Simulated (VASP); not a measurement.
# HgTe (NiAs type) (P6_3/mmc) in VASP: notebook

Runs on HgTe (NiAs type). Level: PBE. Tasks: single point.

Program: VASP 6.6.1. These are calculated values, not measurements. Logs are shortened: lines on timing, memory, paths and dates and some standing lists are left out, and cuts for length are marked.

## Step 1: The cell of the first run

The structure is hexagonal, space group P6_3/mmc (No. 194). The conventional cell has a = 3.467 Å, b = 3.467 Å, c = 7.683 Å, α = 90.00°, β = 90.00°, γ = 120.00°. Within 3.9 Å of Hg (site symmetry -3m) lie 6 Te at 2.77 Å and 8 Hg at 3.47 to 3.84 Å. Within 3.7 Å of Te (site symmetry -6m2) lie 6 Hg at 2.77 Å and 6 Te at 3.47 Å.

## Step 2: Single point, PBE

INCAR

```
SYSTEM = HgTe
ALGO = Normal
EDIFF = 1E-6
ENCUT = 520
GGA = PE
ISIF = 2
ISMEAR = -1
LASPH = .True.
LCHARG = .False.
LREAL = .False.
LWAVE = .False.
NBANDS = 26
NELM = 60
PREC = Accurate
SIGMA = 0.05
```

KPOINTS

```
k-points
0
Gamma
  10 10 6
  0 0 0
```

POSCAR

```
HgTe
1.0
    3.4671592546      0.0000000000      0.0000000000
   -1.7335796273      3.0026479934      0.0000000000
    0.0000000000      0.0000000000      7.6828303773
Hg Te
2 2
Direct
    0.0000000000      0.0000000000      0.0000000000
    0.0000000000      0.0000000000      0.5000000000
    0.3333333333      0.6666666667      0.2500000000
    0.6666666667      0.3333333333      0.7500000000
```

Potentials or basis: VASP PAW PBE potentials, release 64 (Hg, Te).

Run with:

```bash
$ cat potpaw_PBE.64/Hg/POTCAR potpaw_PBE.64/Te/POTCAR > POTCAR
$ mpirun -np 1 vasp_std > vasp.out
```

OUTCAR:

```text
SYSTEM = HgTe
   EDIFF = 1E-6
   ENCUT = 520
   GGA = PE
   ISIF = 2
   ISMEAR = -1
   LASPH = .True.
   LREAL = .False.
   NELM = 60
   PREC = Accurate

 ion  position               nearest neighbor table
   1  0.000  0.000  0.000-   3 2.77   4 2.77   3 2.77   4 2.77   4 2.77   3 2.77   2 3.84   2 3.84

   2  0.000  0.000  0.500-   3 2.77   4 2.77   3 2.77   4 2.77   4 2.77   3 2.77   1 3.84   1 3.84

   3  0.333  0.667  0.250-   1 2.77   2 2.77   1 2.77   2 2.77   1 2.77   2 2.77
   4  0.667  0.333  0.750-   1 2.77   2 2.77   1 2.77   2 2.77   1 2.77   2 2.77

  LATTYP: Found a hexagonal cell.
 ALAT       =     3.4671592546
 C/A-ratio  =     2.2158862092

  Lattice vectors:

 A1 = (   3.4671592546,   0.0000000000,   0.0000000000)
 A2 = (  -1.7335796273,   3.0026479934,   0.0000000000)
 A3 = (   0.0000000000,   0.0000000000,   7.6828303773)

Analysis of symmetry for initial positions (statically):
=====================================================================
 Subroutine PRICEL returns:
 Original cell was already a primitive cell.

 Routine SETGRP: Setting up the symmetry group for a
 hexagonal supercell.

 Subroutine GETGRP returns: Found 24 space group operations
 (whereof 12 operations were pure point group operations)
 out of a pool of 24 trial point group operations.

The static configuration has the point symmetry D_3d.
 The point group associated with its full space group is D_6h.

Analysis of symmetry for dynamics (positions and initial velocities):
=====================================================================
 Subroutine PRICEL returns:
 Original cell was already a primitive cell.

 Routine SETGRP: Setting up the symmetry group for a
 hexagonal supercell.

 Subroutine GETGRP returns: Found 24 space group operations
 (whereof 12 operations were pure point group operations)
 out of a pool of 24 trial point group operations.

The dynamic configuration has the point symmetry D_3d.
 The point group associated with its full space group is D_6h.

 Subroutine INISYM returns: Found 24 space group operations
 (whereof 12 operations are pure point group operations),
 and found     1 'primitive' translations

----------------------------------------------------------------------------------------

                                     Primitive cell

  volume of cell :      79.9833

  direct lattice vectors                    reciprocal lattice vectors
     3.467159255  0.000000000  0.000000000     0.288420556  0.166519686  0.000000000
    -1.733579627  3.002647993  0.000000000     0.000000000  0.333039371  0.000000000
     0.000000000  0.000000000  7.682830377     0.000000000  0.000000000  0.130160364

  length of vectors
     3.467159255  3.467159255  7.682830377     0.333039371  0.333039371  0.130160364

  position of ions in fractional coordinates (direct lattice)
     0.000000000  0.000000000  0.000000000
     0.000000000  0.000000000  0.500000000
     0.333333333  0.666666667  0.250000000
     0.666666667  0.333333333  0.750000000

  ion indices of the primitive-cell ions
   primitive index   ion index
                 1           1
                 2           2
                 3           3
                 4           4

----------------------------------------------------------------------------------------

 KPOINTS: k-points

Automatic generation of k-mesh.
 Grid dimensions read from file:
 generate k-points for:   10   10    6

 Generating k-lattice:

  Cartesian coordinates                     Fractional coordinates (reciprocal lattice)
     0.028842056  0.016651969  0.000000000     0.100000000 -0.000000000  0.000000000
     0.000000000  0.033303937  0.000000000     0.000000000  0.100000000  0.000000000
     0.000000000  0.000000000  0.021693394     0.000000000  0.000000000  0.166666667

  Length of vectors
     0.033303937  0.033303937  0.021693394

  Shift w.r.t. Gamma in fractional coordinates (k-lattice)
     0.000000000  0.000000000  0.000000000

 Subroutine IBZKPT returns following result:
 ===========================================

 Found     56 irreducible k-points:

 Following reciprocal coordinates:
            Coordinates               Weight
  0.000000  0.000000  0.000000      1.000000
  0.100000 -0.000000  0.000000      6.000000
  0.200000 -0.000000  0.000000      6.000000
  0.300000  0.000000  0.000000      6.000000
  0.400000  0.000000  0.000000      6.000000
  0.500000  0.000000  0.000000      3.000000
[... 16 lines left out ...]
  0.300000  0.100000  0.166667     24.000000
  0.400000  0.100000  0.166667     24.000000
 [... further k-points ...]
   k-points           NKPTS =     56   k-points in BZ     NKDIM =     56   number of bands    NBANDS=     26
   number of dos      NEDOS =    301   number of ions     NIONS =      4
   total plane-waves  NPLWV =  47040
   dimension x,y,z NGX =    28 NGY =   28 NGZ =   60
   dimension x,y,z NGXF=    56 NGYF=   56 NGZF=  120
   ions per type =               2   2
   NGX,Y,Z   is equivalent  to a cutoff of  13.43, 13.43, 12.98 a.u.
   NGXF,Y,Z  is equivalent  to a cutoff of  26.85, 26.85, 25.97 a.u.
 SYSTEM =  HgTe
   PREC   = accura    normal or accurate (medium, high low for compatibility)
   ISTART =      0    job   : 0-new  1-cont  2-samecut
   ICHARG =      2    charge: 1-file 2-atom 10-const
   ISPIN  =      1    spin polarized calculation?
   LNONCOLLINEAR =      F non collinear calculations
   LSORBIT =      F    spin-orbit coupling
   LASPH  =      T    aspherical Exc in radial PAW
   ENCUT  =  520.0 eV  38.22 Ry    6.18 a.u.   6.45  6.45 14.28*2*pi/ulx,y,z
   NELM   =     60;   NELMIN=  2; NELMDL= -5     # of ELM steps
   EDIFF  = 0.1E-05   stopping-criterion for ELM
   LREAL  =      F    real-space projection
   EDIFFG = 0.1E-04   stopping-criterion for IOM
   NSW    =      0    number of steps for IOM
   IBRION =     -1    ionic relax: 0-MD 1-quasi-New 2-CG
   NFREE  =      0    steps in history (QN), initial steepest desc. (CG)
   ISIF   =      2    stress and relaxation
   ISYM   =      2    0-nonsym 1-usesym 2-fastsym
   POTIM  = 0.5000    time-step for ionic-motion
   TEBEG  =    0.0;   TEEND  =   0.0 temperature during run
   PSTRESS=    0.0 pullay stress
   NELECT =      36.0000    total number of electrons
   NUPDOWN=      -1.0000    fix difference up-down
   EMIN   =  10.00;   EMAX   =-10.00  energy-range for DOS
   EFERMI =   0.00;   METHOD = LEGACY
   ISMEAR =    -1;   SIGMA  =   0.05  broadening in eV -4-tet -1-fermi 0-gaus
   EFERMI_NEDOS =   21; number of points for ismear=-14 and -15
   IALGO  =     38    algorithm
   IMIX   =      4    mixing-type and parameters
     AMIX     =   0.40;   BMIX     =  1.00
     AMIX_MAG =   1.60;   BMIX_MAG =  1.00
  volume/ion in A,a.u.               =      20.00       134.94
  Fermi-wavevector in a.u.,A,eV,Ry     =   1.254611  2.370871 21.416242  1.574049
  Thomas-Fermi vector in A             =   2.388408
   LORBIT       =      0    0 simple, 1 ext, 2 COOP (PROOUT), +10 PAW based schemes
   GGA     = PE    functional components
   LHFCALC =     F    Hartree Fock is set to
   AEXX    =    0.0000 exact exchange contribution
   IVDW    =     0    specifies the selected vdW correction
   LEPSILON=     F    determine dielectric tensor
   LRPA    =     F    only Hartree local field effects (RPA)
 non-spin polarized calculation
  energy-cutoff  :      520.00
  volume of cell :       79.98
 maximum number of plane-waves:      2177
 NGX is ok and might be reduce to    28
   NGX = 13   NGY = 13   NGZ = 29

 number of electron      35.9999997 magnetization

 Free energy of the ion-electron system (eV)
  ---------------------------------------------------
  ext. energy  EPLUGINS =         0.00000000
  ---------------------------------------------------
  free energy    TOTEN  =        -2.83885220 eV

  energy without entropy =       -2.82661931  energy(sigma->0) =       -2.83273575

 E-fermi :   9.2419     XC(G=0): -11.6928

 val. band max:        9.2219923903   @ k =   0.1000   0.1000   0.5000
 cond. band min:       9.2961989968   @ k =   0.3000   0.0000   0.3333
 fundamental gap:      0.0742066065
 Fermi energy:         9.2418834432

 k-point     1 :       0.0000    0.0000    0.0000
  band No.  band energies     occupation
      1      -6.1591      2.00000
      2      -4.7027      2.00000
      3      -1.1707      2.00000
      4       0.2726      2.00000
      5       0.5406      2.00000
      6       0.5406      2.00000
[... 18 lines left out ...]
     25      17.0977      0.00000
     26      17.5214      0.00000

 k-point     2 :       0.1000   -0.0000    0.0000
  band No.  band energies     occupation
      1      -5.9971      2.00000
      2      -4.6191      2.00000
      3      -0.9753      2.00000
      4       0.3245      2.00000
      5       0.5538      2.00000
      6       0.5750      2.00000
[... 18 lines left out ...]
     25      16.6535      0.00000
     26      16.9385      0.00000

 k-point     3 :       0.2000   -0.0000    0.0000
  band No.  band energies     occupation
      1      -5.5238      2.00000
      2      -4.3847      2.00000
      3      -0.4565      2.00000
      4       0.4024      2.00000
      5       0.4919      2.00000
      6       0.6072      2.00000
[... 18 lines left out ...]
     25      17.1551      0.00000
     26      17.7704      0.00000

 k-point     4 :       0.3000    0.0000    0.0000
  band No.  band energies     occupation
      1      -4.7996      2.00000
      2      -4.0399      2.00000
      3      -0.1904      2.00000
      4       0.4106      2.00000
      5       0.4747      2.00000
      6       0.5526      2.00000
[... 18 lines left out ...]
     25      16.8796      0.00000
     26      17.9877      0.00000

 k-point     5 :       0.4000    0.0000    0.0000
  band No.  band energies     occupation
      1      -4.1088      2.00000
      2      -3.5272      2.00000
      3      -0.3380      2.00000
      4      -0.2365      2.00000
      5       0.4047      2.00000
      6       0.4765      2.00000
[... 18 lines left out ...]
     25      15.7199      0.00000
     26      17.9053      0.00000

 k-point     6 :       0.5000    0.0000    0.0000
  band No.  band energies     occupation
      1      -3.9015      2.00000
      2      -3.0365      2.00000
      3      -0.8198      2.00000
      4      -0.4085      2.00000
      5       0.4034      2.00000
      6       0.4444      2.00000
[... 427 lines left out ...]
 k-point    21 :       0.1000    0.1000    0.1667
  band No.  band energies     occupation
      1      -5.6183      2.00000
      2      -4.5770      2.00000
      3      -0.4798      2.00000
      4       0.3871      2.00000
      5       0.4960      2.00000
      6       0.5731      2.00000
[... 18 lines left out ...]
     25      16.7006      0.00000
     26      17.0587      0.00000

 k-point    22 :       0.2000    0.1000    0.1667
  band No.  band energies     occupation
      1      -5.0220      2.00000
      2      -4.2483      2.00000
      3      -0.0954      2.00000
      4       0.2562      2.00000
      5       0.4168      2.00000
      6       0.5750      2.00000
[... 18 lines left out ...]
     25      16.7921      0.00000
     26      17.7077      0.00000

 k-point    23 :       0.3000    0.1000    0.1667
  band No.  band energies     occupation
      1      -4.2682      2.00000
      2      -3.8257      2.00000
      3      -0.2312      2.00000
      4       0.1922      2.00000
      5       0.3603      2.00000
      6       0.5761      2.00000
[... 18 lines left out ...]
     25      16.4585      0.00000
     26      17.2974      0.00000

 k-point    24 :       0.4000    0.1000    0.1667
  band No.  band energies     occupation
      1      -3.8205      2.00000
      2      -3.2490      2.00000
      3      -0.5613      2.00000
      4      -0.1732      2.00000
      5       0.3847      2.00000
      6       0.4709      2.00000
[... 18 lines left out ...]
     25      15.7977      0.00000
     26      16.6810      0.00000

 [... further k-points ...]

------------------------ aborting loop because EDIFF is reached ----------------------------------------

  FORCE on cell =-STRESS in cart. coord.  units (eV):
  Direction    XX          YY          ZZ          XY          YZ          ZX
  --------------------------------------------------------------------------------------
  -------------------------------------------------------------------------------------
  Total       21.2557923     21.2557923     21.4631136      0.0000000     -0.0000000      0.0000000
  in kB      425.7831037    425.7831037    429.9360375      0.0000000     -0.0000000      0.0000000
  external PRESSURE =     427.1674149 kB  Pullay stress =       0.0000000 kB

 VOLUME and BASIS-vectors are now :
 -----------------------------------------------------------------------------
  energy-cutoff  :      520.00
  volume of cell :       79.98
      direct lattice vectors                 reciprocal lattice vectors
     3.467159255  0.000000000  0.000000000     0.288420556  0.166519686  0.000000000
    -1.733579627  3.002647993  0.000000000     0.000000000  0.333039371  0.000000000
     0.000000000  0.000000000  7.682830377     0.000000000  0.000000000  0.130160364

 POSITION                                       TOTAL-FORCE (eV/Angst)
 -----------------------------------------------------------------------------------
      0.00000      0.00000      0.00000        -0.000000      0.000000     -0.000000
      0.00000      0.00000      3.84142        -0.000000      0.000000     -0.000000
     -0.00000      2.00177      1.92071        -0.000000      0.000000      0.000000
      1.73358      1.00088      5.76212         0.000000     -0.000000      0.000000
 -----------------------------------------------------------------------------------
    total drift:                               -0.000000      0.000000     -0.000000

  FREE ENERGIE OF THE ION-ELECTRON SYSTEM (eV)
  ---------------------------------------------------
  free  energy   TOTEN  =        -2.8388521977 eV

  energy  without entropy=       -2.8266193111  energy(sigma->0) =       -2.83273575
```

Run time: 1.8 min. Hardware: 1 thread of AMD EPYC 7R13, shared host; peak memory 0.24 GiB.

What came out:

```
Free energy            : -2.8389 eV
Pressure               : 42.7 GPa
Band gap on the k mesh : zero (bands 18 and 19 overlap by 3.99 eV)
```

Levels at points of the mesh, in eV from the Fermi level:
```tsv
k point	band 16	band 17	band 18	band 19	band 20	band 21
(0.00, 0.00, 0.00)	0.36	0.36	1.74	1.74	4.87	6.28
(0.50, 0.00, 0.00)	-4.41	-2.29	0.51	1.64	1.70	2.02
(0.00, 0.00, 0.50)	1.03	1.03	1.03	2.97	2.97	5.61
(0.50, 0.00, 0.50)	-2.63	-1.70	-1.70	-1.15	-1.15	3.83
```

Caveat: the cell stands under pressure; spin-orbit coupling is left out, which moves the levels of the heavy elements.

## Step 3: Single point, PBE

INCAR

```
ALGO     = Normal         # electronic algorithm
EDIFF    = 1E-6           # SCF threshold, eV
ENCUT    = 520            # plane-wave cutoff, eV
GGA      = PE             # functional
ISIF     = 2              # what is computed and relaxed
ISMEAR   = -1             # smearing method
LASPH    = T              # aspherical terms in the spheres
LCHARG   = T              # write CHGCAR
LELF     = T              # ELF
LREAL    = F              # projectors in reciprocal space
LVHAR    = T            
LWAVE    = F              # write WAVECAR
NBANDS   = 26             # bands
NELM     = 100            # most SCF steps
PREC     = Accurate       # precision mode
SIGMA    = 0.05           # smearing width, eV
```

KPOINTS

```
k-points
0
Gamma
  10 10 6
```

POSCAR is that of step 2.

Potentials or basis: VASP PAW PBE potentials, release 64 (Hg, Te).

Run with:

```bash
$ cat potpaw_PBE.64/Hg/POTCAR potpaw_PBE.64/Te/POTCAR > POTCAR
$ mpirun -np 1 vasp_std > vasp.out
```

Run time: 1.8 min. Hardware: 1 thread of AMD EPYC 7R13, shared host; peak memory 0.24 GiB.

Results (log left out):

* Free energy: -2.8389 eV
* Pressure: 42.7 GPa
* Band gap on the k mesh: zero (bands 18 and 19 overlap by 3.99 eV)

Stress tensor (GPa, compression positive):
```
42.58  0.00  0.00
 0.00 42.58  0.00
 0.00  0.00 42.99
```

Levels at points of the mesh, in eV from the Fermi level:
| k point | band 16 | band 17 | band 18 | band 19 | band 20 | band 21 |
| --- | --- | --- | --- | --- | --- | --- |
| (0.00, 0.00, 0.00) | 0.36 | 0.36 | 1.74 | 1.74 | 4.87 | 6.28 |
| (0.50, 0.00, 0.00) | -4.41 | -2.29 | 0.51 | 1.64 | 1.70 | 2.02 |
| (0.00, 0.00, 0.50) | 1.03 | 1.03 | 1.03 | 2.97 | 2.97 | 5.61 |
| (0.50, 0.00, 0.50) | -2.63 | -1.70 | -1.70 | -1.15 | -1.15 | 3.83 |

Caveat: the cell stands under pressure; spin-orbit coupling is left out, which moves the levels of the heavy elements.
